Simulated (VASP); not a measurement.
**TiO2: single point with PBEsol**

The system is TiO2.

```
CELL_PARAMETERS angstrom
2.65079 -2.65140 0.00000
2.65079 2.65140 0.00000
-2.57977 0.00000 4.69872
ATOMIC_POSITIONS crystal
Ti 0.86589 0.13411 0.75000
Ti 0.13411 0.86589 0.25000
O 0.08876 0.33122 0.16715
O 0.91124 0.66878 0.83285
O 0.66878 0.91124 0.33285
O 0.33122 0.08876 0.66715
```

| Quantity | Value |
| --- | --- |
| Program | VASP 6.6.1 |
| Task | single point |
| Functional | PBEsol |
| Potentials or basis | VASP PAW PBE potentials, release 64 (Ti_sv, O) |
| Cutoff | 520 eV |
| k mesh | 8 × 8 × 6 |
| Occupations | fermi-dirac, width 0.05 eV |
| Spin | no spin polarisation |

```yaml
Pressure: 6.6 GPa
Largest_force: 0.162 eV/Å
Band_gap_on_the_k_mesh: 2.14 eV (least direct gap 2.49 eV)
```

Forces in eV/Å, atoms in the order of the input:
```
Ti   0.000 -0.138  0.000
Ti   0.000  0.138  0.000
O   -0.046 -0.031  0.153
O    0.046  0.031 -0.153
O    0.046 -0.031 -0.153
O   -0.046  0.031  0.153
```

Stress tensor (GPa, compression positive):
```
6.33 0.00 0.21
0.00 6.26 0.00
0.21 0.00 7.30
```

Levels at points of the mesh, in eV from the valence-band top:
| k point | band 22 | band 23 | band 24 | band 25 | band 26 | band 27 |
| --- | --- | --- | --- | --- | --- | --- |
| (0.00, 0.00, 0.00) | -0.68 | -0.50 | -0.49 | 2.14 | 2.97 | 4.13 |
| (0.50, 0.00, 0.00) | -1.01 | -0.79 | -0.62 | 3.43 | 3.62 | 3.65 |
| (0.50, 0.50, 0.00) | -1.97 | -0.01 | 0.00 | 3.48 | 3.52 | 3.81 |
| (0.00, 0.00, 0.50) | -1.25 | -0.10 | -0.10 | 2.54 | 2.54 | 3.94 |
| (0.50, 0.00, 0.50) | -1.00 | -0.79 | -0.62 | 3.27 | 3.74 | 3.76 |
| (0.50, 0.50, 0.50) | -2.14 | -0.02 | -0.02 | 3.50 | 3.50 | 4.01 |

It took 100 s on 1 thread of Intel(R) Xeon(R) 6975P-C (Granite Rapids) (shared host), peak memory 0.31 GiB.

Caveat: the cell stands under pressure; the PAW data sets were made with another functional, which shifts forces and pressure a little. A k mesh can miss the band edges.
